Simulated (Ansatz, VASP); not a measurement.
**One calculation of In2BiP, two programs**

```xyz
4
Lattice="4.4589 0.0000 0.0000 0.0000 4.4589 0.0000 0.0000 0.0000 6.3675" Properties=species:S:1:pos:R:3 pbc="T T T"
P     0.0000    0.0000    0.0000
In    0.0000    2.2295    4.9757
In    2.2295    0.0000    1.3918
Bi    2.2295    2.2295    3.1837
```

Alike in both runs: task single point; functional r2SCAN; k mesh 6 × 6 × 4; occupations fermi-dirac, width 0.02 eV; no spin polarisation.

|  | VASP | Ansatz |
| --- | --- | --- |
| version | VASP 6.6.1 | Ansatz 0.2.0 |
| potentials or method | VASP PAW PBE potentials, release 64 (P, In_d, Bi_d) | plane waves, PAW |
| plane-wave cutoff (eV) | 520 | 500 |
| valence electrons in the cell | 46 | 46 |

```tsv
	VASP	Ansatz	Ansatz less VASP
pressure (GPa)	-0.1	0.0	+0.06
```

VASP's potentials were made for PBE, not for r2SCAN. The functional is the same, so the differences come from potentials, cutoffs and numerics.

Neither program's run includes spin-orbit coupling.
